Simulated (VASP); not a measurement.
Input of a VASP 6.6.1 run:

File INCAR:

```
SYSTEM = CsBr
PREC = Accurate ; ENCUT = 500
EDIFF = 1E-6 ; ISMEAR = 1
SIGMA = 0.05 ; LREAL = .False.
LASPH = .True. ; NELM = 120
ALGO = Normal ; ISIF = 2
LWAVE = .False. ; LCHARG = .False.
GGA = PE ; NBANDS = 15
GGA_COMPAT = .False.
```

File KPOINTS:

```
regular mesh
0
Gamma
  4 4 4
  0 0 0
```

POSCAR

```
CsBr
1.0
    4.3196004938      0.0000000000      0.0000000000
    0.0000000000      4.3196004938      0.0000000000
    0.0000000000      0.0000000000      4.3196004938
Cs Br
1 1
Direct
    0.0000000000      0.0000000000      0.0000000000
    0.5000000000      0.5000000000      0.5000000000
```

Potentials or basis: VASP PAW PBE potentials, release 64 (Cs_sv, Br).

The run is started by

```console
$ cat potpaw_PBE.64/Cs_sv/POTCAR potpaw_PBE.64/Br/POTCAR > POTCAR
$ mpirun -np 1 vasp_std > vasp.out
```

(1) Estimate the band gap on the k mesh.

(2) What does it give for the pressure?

Answers

(1) 4.42 eV (least direct gap 4.43 eV).

(2) 0.7 GPa.

Caveat: spin-orbit coupling is left out, which moves the levels of the heavy elements.
